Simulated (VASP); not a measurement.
# Sr (I4/mmm) in VASP: further runs

Sr is run at these levels: PBE; tasks: single point.

Everything below comes from runs of VASP 6.6.1. Logs are shortened: lines on timing, memory, paths and dates and some standing lists are left out, and cuts for length are marked.

### 1 The cell of the first run

It takes space group I4/mmm (No. 139, tetragonal). Conventional cell: a = 4.850 Å, b = 4.850 Å, c = 5.044 Å, α = 90.00°, β = 90.00°, γ = 90.00°. Within 5.6 Å of Sr (site symmetry 4/mmm) lie 14 Sr at 4.26 to 5.04 Å.

### 2 Single point, PBE (strain +0.000 along x and y, +0.040 along z)

INCAR reads:

```
SYSTEM = Sr
PREC = Accurate
ENCUT = 520
EDIFF = 1E-6
ISMEAR = 0
SIGMA = 0.15
LREAL = .False.
LASPH = .True.
NELM = 60
ALGO = Fast
ISIF = 2
LWAVE = .False.
LCHARG = .False.
GGA = PE
NBANDS = 11
```

KPOINTS reads:

```
Automatic mesh
0
Gamma
  14 14 14
  0 0 0
```

POSCAR reads:

```
Sr
1.0
   -2.4250000000      2.4250000000      2.5220000000
    2.4250000000     -2.4250000000      2.5220000000
    2.4250000000      2.4250000000     -2.5220000000
Sr
1
Direct
    0.0000000000      0.0000000000      0.0000000000
```

Potentials or basis: VASP PAW PBE potentials, release 64 (Sr_sv).

On the command line:

```
> cat potpaw_PBE.64/Sr_sv/POTCAR > POTCAR
> mpirun -np 1 vasp_std > vasp.out
```

OUTCAR:

```text
SYSTEM = Sr
   PREC = Accurate
   ENCUT = 520
   EDIFF = 1E-6
   ISMEAR = 0
   LREAL = .False.
   LASPH = .True.
   NELM = 60
   ISIF = 2
   GGA = PE

 ion  position               nearest neighbor table
   1  0.000  0.000  0.000-

  LATTYP: Found a body centered tetragonal cell.
 ALAT       =     4.8500000000
 C/A-ratio  =     1.0400000000

  Lattice vectors:

 A1 = (  -2.4250000000,   2.4250000000,   2.5220000000)
 A2 = (   2.4250000000,  -2.4250000000,   2.5220000000)
 A3 = (   2.4250000000,   2.4250000000,  -2.5220000000)

Analysis of symmetry for initial positions (statically):
=====================================================================
 Subroutine PRICEL returns:
 Original cell was already a primitive cell.

 Routine SETGRP: Setting up the symmetry group for a
 body centered tetragonal supercell.

 Subroutine GETGRP returns: Found 16 space group operations
 (whereof 16 operations were pure point group operations)
 out of a pool of 16 trial point group operations.

The static configuration has the point symmetry D_4h.

Analysis of symmetry for dynamics (positions and initial velocities):
=====================================================================
 Subroutine PRICEL returns:
 Original cell was already a primitive cell.

 Routine SETGRP: Setting up the symmetry group for a
 body centered tetragonal supercell.

 Subroutine GETGRP returns: Found 16 space group operations
 (whereof 16 operations were pure point group operations)
 out of a pool of 16 trial point group operations.

The dynamic configuration has the point symmetry D_4h.

 Subroutine INISYM returns: Found 16 space group operations
 (whereof 16 operations are pure point group operations),
 and found     1 'primitive' translations

----------------------------------------------------------------------------------------

                                     Primitive cell

  volume of cell :      59.3237

  direct lattice vectors                    reciprocal lattice vectors
    -2.425000000  2.425000000  2.522000000     0.000000000  0.206185567  0.198255353
     2.425000000 -2.425000000  2.522000000     0.206185567  0.000000000  0.198255353
     2.425000000  2.425000000 -2.522000000     0.206185567  0.206185567  0.000000000

  length of vectors
     4.256963002  4.256963002  4.256963002     0.286037887  0.286037887  0.291590425

  position of ions in fractional coordinates (direct lattice)
     0.000000000  0.000000000  0.000000000

  ion indices of the primitive-cell ions
   primitive index   ion index
                 1           1

----------------------------------------------------------------------------------------

 KPOINTS: Automatic mesh

Automatic generation of k-mesh.
 Grid dimensions read from file:
 generate k-points for:   14   14   14

 Generating k-lattice:

  Cartesian coordinates                     Fractional coordinates (reciprocal lattice)
     0.000000000  0.014727541  0.014161097     0.071428571  0.000000000  0.000000000
     0.014727541  0.000000000  0.014161097     0.000000000  0.071428571  0.000000000
     0.014727541  0.014727541  0.000000000     0.000000000  0.000000000  0.071428571

  Length of vectors
     0.020431278  0.020431278  0.020827888

  Shift w.r.t. Gamma in fractional coordinates (k-lattice)
     0.000000000  0.000000000  0.000000000

 Subroutine IBZKPT returns following result:
 ===========================================

 Found    244 irreducible k-points:

 Following reciprocal coordinates:
            Coordinates               Weight
  0.000000  0.000000  0.000000      1.000000
  0.071429  0.000000  0.000000      8.000000
  0.142857  0.000000  0.000000      8.000000
  0.214286  0.000000  0.000000      8.000000
  0.285714  0.000000  0.000000      8.000000
  0.357143  0.000000  0.000000      8.000000
[... 16 lines left out ...]
  0.214286  0.142857  0.000000     16.000000
  0.285714  0.142857  0.000000     16.000000
 [... further k-points ...]
   k-points           NKPTS =    244   k-points in BZ     NKDIM =    244   number of bands    NBANDS=     11
   number of dos      NEDOS =    301   number of ions     NIONS =      1
   total plane-waves  NPLWV =  32768
   dimension x,y,z NGX =    32 NGY =   32 NGZ =   32
   dimension x,y,z NGXF=    64 NGYF=   64 NGZF=   64
   ions per type =               1
   NGX,Y,Z   is equivalent  to a cutoff of  12.50, 12.50, 12.50 a.u.
   NGXF,Y,Z  is equivalent  to a cutoff of  24.99, 24.99, 24.99 a.u.
 SYSTEM =  Sr
   PREC   = accura    normal or accurate (medium, high low for compatibility)
   ISTART =      0    job   : 0-new  1-cont  2-samecut
   ICHARG =      2    charge: 1-file 2-atom 10-const
   ISPIN  =      1    spin polarized calculation?
   LNONCOLLINEAR =      F non collinear calculations
   LSORBIT =      F    spin-orbit coupling
   LASPH  =      T    aspherical Exc in radial PAW
   ENCUT  =  520.0 eV  38.22 Ry    6.18 a.u.   7.92  7.92  7.92*2*pi/ulx,y,z
   NELM   =     60;   NELMIN=  2; NELMDL= -5     # of ELM steps
   EDIFF  = 0.1E-05   stopping-criterion for ELM
   LREAL  =      F    real-space projection
   EDIFFG = 0.1E-04   stopping-criterion for IOM
   NSW    =      0    number of steps for IOM
   IBRION =     -1    ionic relax: 0-MD 1-quasi-New 2-CG
   NFREE  =      0    steps in history (QN), initial steepest desc. (CG)
   ISIF   =      2    stress and relaxation
   ISYM   =      2    0-nonsym 1-usesym 2-fastsym
   POTIM  = 0.5000    time-step for ionic-motion
   TEBEG  =    0.0;   TEEND  =   0.0 temperature during run
   PSTRESS=    0.0 pullay stress
   NELECT =      10.0000    total number of electrons
   NUPDOWN=      -1.0000    fix difference up-down
   EMIN   =  10.00;   EMAX   =-10.00  energy-range for DOS
   EFERMI =   0.00;   METHOD = LEGACY
   ISMEAR =     0;   SIGMA  =   0.15  broadening in eV -4-tet -1-fermi 0-gaus
   EFERMI_NEDOS =   21; number of points for ismear=-14 and -15
   IALGO  =     68    algorithm
   IMIX   =      4    mixing-type and parameters
     AMIX     =   0.40;   BMIX     =  1.00
     AMIX_MAG =   1.60;   BMIX_MAG =  1.00
  volume/ion in A,a.u.               =      59.32       400.34
  Fermi-wavevector in a.u.,A,eV,Ry     =   0.904340  1.708956 11.127276  0.817832
  Thomas-Fermi vector in A             =   2.027776
   LORBIT       =      0    0 simple, 1 ext, 2 COOP (PROOUT), +10 PAW based schemes
   GGA     = PE    functional components
   LHFCALC =     F    Hartree Fock is set to
   AEXX    =    0.0000 exact exchange contribution
   IVDW    =     0    specifies the selected vdW correction
   LEPSILON=     F    determine dielectric tensor
   LRPA    =     F    only Hartree local field effects (RPA)
 non-spin polarized calculation
 RMM-DIIS sequential band-by-band and
 Gauss-broadening in eV      SIGMA  =   0.15
  energy-cutoff  :      520.00
  volume of cell :       59.32
 maximum number of plane-waves:      1622
   NGX = 15   NGY = 15   NGZ = 15

 number of electron      10.0000000 magnetization

 Free energy of the ion-electron system (eV)
  ---------------------------------------------------
  ext. energy  EPLUGINS =         0.00000000
  ---------------------------------------------------
  free energy    TOTEN  =        -1.62233199 eV

  energy without entropy =       -1.60599459  energy(sigma->0) =       -1.61416329

 E-fermi :   1.3475     XC(G=0):  -7.1239

 val. band max:        1.3402333701   @ k =  -0.3571  -0.4286   0.2143
 cond. band min:       1.3493427411   @ k =   0.5000   0.5000   0.2857
 fundamental gap:      0.0091093710
 Fermi energy:         1.3474537693

 k-point     1 :       0.0000    0.0000    0.0000
  band No.  band energies     occupation
      1     -35.4378      2.00000
      2     -17.3354      2.00000
      3     -17.3354      2.00000
      4     -17.3320      2.00000
      5      -2.1895      2.00000
      6       3.5528      0.00000
      7       3.5528      0.00000
      8       3.7558      0.00000
      9       4.7023      0.00000
     10       4.9878      0.00000
     11       8.9306      0.00000

 k-point     2 :       0.0714    0.0000    0.0000
  band No.  band energies     occupation
      1     -35.4373      2.00000
      2     -17.3417      2.00000
      3     -17.3378      2.00000
      4     -17.3332      2.00000
      5      -2.1095      2.00000
      6       3.5067      0.00000
      7       3.5384      0.00000
      8       3.7777      0.00000
      9       4.6209      0.00000
     10       4.9544      0.00000
     11       9.0868      0.00000

 k-point     3 :       0.1429    0.0000    0.0000
  band No.  band energies     occupation
      1     -35.4359      2.00000
      2     -17.3628      2.00000
      3     -17.3447      2.00000
      4     -17.3333      2.00000
      5      -1.8743      2.00000
      6       3.3098      0.00000
      7       3.3968      0.00000
      8       3.9678      0.00000
      9       4.4953      0.00000
     10       4.9160      0.00000
     11       9.2834      0.00000

 k-point     4 :       0.2143    0.0000    0.0000
  band No.  band energies     occupation
      1     -35.4338      2.00000
      2     -17.3933      2.00000
      3     -17.3545      2.00000
      4     -17.3331      2.00000
      5      -1.4991      2.00000
      6       2.9323      0.00000
      7       3.1778      0.00000
      8       4.3290      0.00000
      9       4.4966      0.00000
     10       4.9156      0.00000
     11       8.9247      0.00000

 k-point     5 :       0.2857    0.0000    0.0000
  band No.  band energies     occupation
      1     -35.4314      2.00000
      2     -17.4268      2.00000
      3     -17.3654      2.00000
      4     -17.3329      2.00000
      5      -1.0113      2.00000
      6       2.4829      0.00000
      7       2.9582      0.00000
      8       4.5754      0.00000
      9       4.8251      0.00000
     10       4.9734      0.00000
     11       8.0778      0.00000
[... 211 lines left out ...]
 k-point    21 :      -0.0714    0.0714    0.0000
  band No.  band energies     occupation
      1     -35.4373      2.00000
      2     -17.3429      2.00000
      3     -17.3355      2.00000
      4     -17.3347      2.00000
      5      -2.1063      2.00000
      6       3.4731      0.00000
      7       3.6299      0.00000
      8       3.6993      0.00000
      9       4.7060      0.00000
     10       4.8771      0.00000
     11       9.1153      0.00000

 k-point    22 :       0.1429    0.1429    0.0000
  band No.  band energies     occupation
      1     -35.4327      2.00000
      2     -17.4055      2.00000
      3     -17.3565      2.00000
      4     -17.3390      2.00000
      5      -1.2912      2.00000
      6       2.7928      0.00000
      7       3.0354      0.00000
      8       4.3651      0.00000
      9       4.5541      0.00000
     10       5.0646      0.00000
     11       8.4873      0.00000

 k-point    23 :       0.2143    0.1429    0.0000
  band No.  band energies     occupation
      1     -35.4306      2.00000
      2     -17.4312      2.00000
      3     -17.3689      2.00000
      4     -17.3407      2.00000
      5      -0.8158      2.00000
      6       2.4247      0.00000
      7       2.8126      0.00000
      8       4.4563      0.00000
      9       4.9463      0.00000
     10       5.1534      0.00000
     11       7.7192      0.00000

 k-point    24 :       0.2857    0.1429    0.0000
  band No.  band energies     occupation
      1     -35.4287      2.00000
      2     -17.4536      2.00000
      3     -17.3816      2.00000
      4     -17.3415      2.00000
      5      -0.2661      2.00000
      6       2.0428      0.00000
      7       2.6321      0.00000
      8       4.5550      0.00000
      9       5.0277      0.00000
     10       5.5954      0.00000
     11       7.0646      0.00000

 [... further k-points ...]

------------------------ aborting loop because EDIFF is reached ----------------------------------------

  FORCE on cell =-STRESS in cart. coord.  units (eV):
  Direction    XX          YY          ZZ          XY          YZ          ZX
  --------------------------------------------------------------------------------------
  -------------------------------------------------------------------------------------
  Total       -0.3317211     -0.3317211     -0.3285508      0.0000000      0.0000000      0.0000000
  in kB       -8.9589097     -8.9589097     -8.8732882      0.0000000      0.0000000      0.0000000
  external PRESSURE =      -8.9303692 kB  Pullay stress =       0.0000000 kB

 VOLUME and BASIS-vectors are now :
 -----------------------------------------------------------------------------
  energy-cutoff  :      520.00
  volume of cell :       59.32
      direct lattice vectors                 reciprocal lattice vectors
    -2.425000000  2.425000000  2.522000000     0.000000000  0.206185567  0.198255353
     2.425000000 -2.425000000  2.522000000     0.206185567  0.000000000  0.198255353
     2.425000000  2.425000000 -2.522000000     0.206185567  0.206185567  0.000000000

 POSITION                                       TOTAL-FORCE (eV/Angst)
 -----------------------------------------------------------------------------------
      0.00000      0.00000      0.00000        -0.000000     -0.000000      0.000000
 -----------------------------------------------------------------------------------
    total drift:                                0.000000      0.000000     -0.000000

  FREE ENERGIE OF THE ION-ELECTRON SYSTEM (eV)
  ---------------------------------------------------
  free  energy   TOTEN  =        -1.6223319932 eV

  energy  without entropy=       -1.6059945882  energy(sigma->0) =       -1.61416329
```

Wall time 57 s (1 thread of Intel Xeon Platinum 8488C (Sapphire Rapids), shared host); peak memory 0.29 GiB.

Results:

| Quantity | Value |
| --- | --- |
| Free energy | -1.6223 eV |
| Pressure | -0.9 GPa |
| Band gap on the k mesh | zero (bands 5 and 6 overlap by 0.23 eV) |

Caveat: the cell differs from its parent crystal (strain +0.000 along x and y, +0.040 along z).

### 3 Single point, PBE (strain +0.040 along x and y, +0.080 along z)

INCAR reads:

```
PREC = Accurate ; ENCUT = 520
EDIFF = 1E-6 ; ISMEAR = 0
SIGMA = 0.15 ; LREAL = False
LASPH = True ; NELM = 60
ALGO = Fast ; ISIF = 2
LWAVE = False ; LCHARG = True
GGA = PE ; LELF = True
LVHAR = True ; NBANDS = 11
```

KPOINTS reads:

```
Automatic mesh
0
Gamma
  14 14 14
```

POSCAR reads:

```
Sr
1.0
   -2.5220000000      2.5220000000      2.6190000000
    2.5220000000     -2.5220000000      2.6190000000
    2.5220000000      2.5220000000     -2.6190000000
Sr
1
Direct
    0.0000000000      0.0000000000      0.0000000000
```

Potentials or basis: VASP PAW PBE potentials, release 64 (Sr_sv).

On the command line:

```
> cat potpaw_PBE.64/Sr_sv/POTCAR > POTCAR
> mpirun -np 1 vasp_std > vasp.out
```

It took 89 s on 1 thread of Intel Xeon Platinum 8488C (Sapphire Rapids), shared host; peak memory 0.33 GiB.

The run converged. Its results:

| Quantity | Value |
| --- | --- |
| Free energy | -1.5627 eV |
| Pressure | -1.7 GPa |
| Band gap on the k mesh | zero (bands 5 and 6 overlap by 0.20 eV) |

Levels at points of the mesh, in eV from the Fermi level:
| k point | band 3 | band 4 | band 5 | band 6 | band 7 | band 8 |
| --- | --- | --- | --- | --- | --- | --- |
| (0.00, 0.00, 0.00) | -18.94 | -18.94 | -3.36 | 2.07 | 2.07 | 2.24 |
| (0.50, 0.00, 0.00) | -18.97 | -18.94 | -0.94 | -0.02 | 1.24 | 2.91 |
| (0.50, 0.50, 0.00) | -18.97 | -18.94 | -0.86 | 0.07 | 1.05 | 3.12 |
| (0.50, 0.50, 0.50) | -19.01 | -19.01 | 0.03 | 0.10 | 2.62 | 3.08 |

Caveat: the cell differs from its parent crystal (strain +0.040 along x and y, +0.080 along z).

### 4 Single point, PBE (strain -0.080 along x and y, -0.040 along z)

INCAR reads:

```
SYSTEM = Sr
PREC = Accurate
ENCUT = 520
EDIFF = 1E-6
ISMEAR = 0
SIGMA = 0.15
LREAL = .FALSE.
LASPH = .TRUE.
NELM = 80
ALGO = Normal
ISIF = 2
LWAVE = .FALSE.
LCHARG = .TRUE.
GGA = PE
LELF = .TRUE.
LVHAR = .TRUE.
NBANDS = 11
```

KPOINTS reads:

```
Automatic mesh
0
G
  14 14 14
  0 0 0
```

POSCAR reads:

```
Sr
1.0
   -2.2310000000      2.2310000000      2.3280000000
    2.2310000000     -2.2310000000      2.3280000000
    2.2310000000      2.2310000000     -2.3280000000
Sr
1
Direct
    0.0000000000      0.0000000000      0.0000000000
```

On the command line:

```
> cat potpaw_PBE.64/Sr_sv/POTCAR > POTCAR
> mpirun -np 1 vasp_std > vasp.out
```

It took 53 s on 1 thread of Intel Xeon Platinum 8488C (Sapphire Rapids), shared host; peak memory 0.26 GiB.

The run converged. Its results:

| Property | Result |
| --- | --- |
| Free energy | -1.5872 eV |
| Pressure | 2.3 GPa |
| Band gap on the k mesh | zero (bands 5 and 6 overlap by 0.66 eV) |

Stress tensor (GPa, compression positive):
```
2.40 0.00 0.00
0.00 2.40 0.00
0.00 0.00 2.20
```

Levels at points of the mesh, in eV from the Fermi level:
| k point | band 1 | band 2 | band 3 | band 4 | band 5 | band 6 | band 7 | band 8 | band 9 | band 10 |
| --- | --- | --- | --- | --- | --- | --- | --- | --- | --- | --- |
| (0.00, 0.00, 0.00) | -36.24 | -18.08 | -18.08 | -18.08 | -3.84 | 2.55 | 2.55 | 2.83 | 3.95 | 4.36 |
| (0.50, 0.00, 0.00) | -36.21 | -18.44 | -18.19 | -18.08 | -1.09 | 0.53 | 1.37 | 3.88 | 4.78 | 6.25 |
| (0.50, 0.50, 0.00) | -36.21 | -18.44 | -18.20 | -18.09 | -1.03 | 0.68 | 1.06 | 4.30 | 4.92 | 6.33 |
| (0.50, 0.50, 0.50) | -36.18 | -18.35 | -18.32 | -18.32 | -0.39 | -0.29 | 4.02 | 4.64 | 4.64 | 5.73 |

Caveat: the cell differs from its parent crystal (strain -0.080 along x and y, -0.040 along z).

### 5 Single point, PBE (strain -0.040 along x and y, -0.080 along z)

INCAR reads:

```
SYSTEM = Sr
PREC     = Accurate       ! precision mode
ENCUT    = 520            ! plane-wave cutoff, eV
EDIFF    = 1E-6           ! SCF threshold, eV
ISMEAR   = 0              ! smearing method
SIGMA    = 0.15           ! smearing width, eV
LREAL    = .FALSE.        ! projectors in reciprocal space
LASPH    = .TRUE.         ! aspherical terms in the spheres
NELM     = 60             ! most SCF steps
ALGO     = Normal         ! electronic algorithm
ISIF     = 2              ! what is computed and relaxed
LWAVE    = .FALSE.        ! write WAVECAR
LCHARG   = .FALSE.        ! write CHGCAR
GGA      = PE             ! functional
NBANDS   = 11             ! bands
```

KPOINTS is that of step 4.

POSCAR reads:

```
Sr
1.0
   -2.3280000000      2.3280000000      2.2310000000
    2.3280000000     -2.3280000000      2.2310000000
    2.3280000000      2.3280000000     -2.2310000000
Sr
1
Direct
    0.0000000000      0.0000000000      0.0000000000
```

On the command line:

```
> cat potpaw_PBE.64/Sr_sv/POTCAR > POTCAR
> mpirun -np 1 vasp_std > vasp.out
```

Run time: 68 s. Hardware: 1 thread of AMD EPYC 7R13 (Zen 3), shared host; peak memory 0.23 GiB.

Results (log left out):

* Free energy: -1.6114 eV
* Pressure: 1.6 GPa
* Band gap on the k mesh: zero (bands 5 and 6 overlap by 0.57 eV)

Stress tensor (GPa, compression positive):
```
1.48 0.00 0.00
0.00 1.48 0.00
0.00 0.00 1.76
```

Levels at points of the mesh, in eV from the Fermi level:
| k point | band 2 | band 3 | band 4 | band 5 | band 6 | band 7 | band 8 | band 9 |
| --- | --- | --- | --- | --- | --- | --- | --- | --- |
| (0.00, 0.00, 0.00) | -18.19 | -18.19 | -18.19 | -3.79 | 2.38 | 2.67 | 2.67 | 3.83 |
| (0.50, 0.00, 0.00) | -18.50 | -18.29 | -18.19 | -1.03 | 0.53 | 1.15 | 3.98 | 4.76 |
| (0.50, 0.50, 0.00) | -18.50 | -18.28 | -18.18 | -1.10 | 0.38 | 1.46 | 3.68 | 4.51 |
| (0.50, 0.50, 0.50) | -18.41 | -18.41 | -18.39 | -0.33 | -0.24 | 4.01 | 4.01 | 4.63 |

Caveat: the cell differs from its parent crystal (strain -0.040 along x and y, -0.080 along z).

### 6 Summary

```csv
cell,gap on the mesh (eV),pressure (GPa)
"a = 4.257 Å, angles 110.5, 110.5, 107.3°, 1 atom",none,-0.9
"a = 4.425 Å, angles 110.5, 110.5, 107.4°, 1 atom",none,-1.7
"a = 3.921 Å, angles 110.6, 110.6, 107.2°, 1 atom",none,2.3
"a = 3.977 Å, angles 108.3, 108.3, 111.8°, 1 atom",none,1.6
```

Alike in all rows: task single point; level PBE; potentials or basis VASP PAW PBE potentials, release 64 (Sr_sv); no spin polarisation; k mesh 14 × 14 × 14; cutoff (eV) 520; smearing gaussian 0.15 eV.

Absolute energies hang on the potentials; compare differences alone.
